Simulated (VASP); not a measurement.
Input of a VASP 6.6.1 run:

File INCAR:

```
PREC     = Accurate       # precision mode
ENCUT    = 520            # plane-wave cutoff, eV
EDIFF    = 1E-6           # SCF threshold, eV
ISMEAR   = 0              # smearing method
SIGMA    = 0.1            # smearing width, eV
LREAL    = False          # projectors in reciprocal space
LASPH    = True           # aspherical terms in the spheres
NELM     = 60             # most SCF steps
ALGO     = Normal         # electronic algorithm
ISIF     = 2              # what is computed and relaxed
LWAVE    = False          # write WAVECAR
LCHARG   = False          # write CHGCAR
LDIPOL   = True         
IDIPOL   = 3            
DIPOL    = 0.5 0.5 0.494
GGA      = PS             # functional
NBANDS   = 35             # bands
```

Contents of KPOINTS:

```
Automatic mesh
0
Gamma
  12 12 1
```

Contents of POSCAR:

```
Ti4O
1.0
    2.8679135954      0.0000000000      0.0000000000
   -1.4339567977      2.4836860295      0.0000000000
    0.0000000000      0.0000000000     26.0249249352
Ti O
4 1
Direct
    0.6666666667      0.3333333333      0.3266099719
    0.3333333333      0.6666666667      0.4165868556
    0.0000000000      0.0000000000      0.5080269110
    0.6666666667      0.3333333333      0.5921085072
    1.3333333333      0.6666666667      0.6276971762
```

Potentials or basis: VASP PAW PBE potentials, release 64 (Ti_sv, O).

The run is started by

```sh
$ cat potpaw_PBE.64/Ti_sv/POTCAR potpaw_PBE.64/O/POTCAR > POTCAR
$ mpirun -np 1 vasp_std > vasp.out
```

Question: What does it give for the band gap on the k mesh?

Answer: Zero (bands 27 and 28 overlap by 0.73 eV).

Question: Predict the largest force.

Answer: 1.692 eV/Å.

Forces on the atoms (eV/Å):
```
Ti   0.000  0.000  0.524
Ti   0.000  0.000 -0.426
Ti   0.000  0.000 -1.692
Ti   0.000  0.000  1.521
O    0.000  0.000  0.074
```

Caveat: the PAW data sets were made with another functional, which shifts forces and pressure a little.
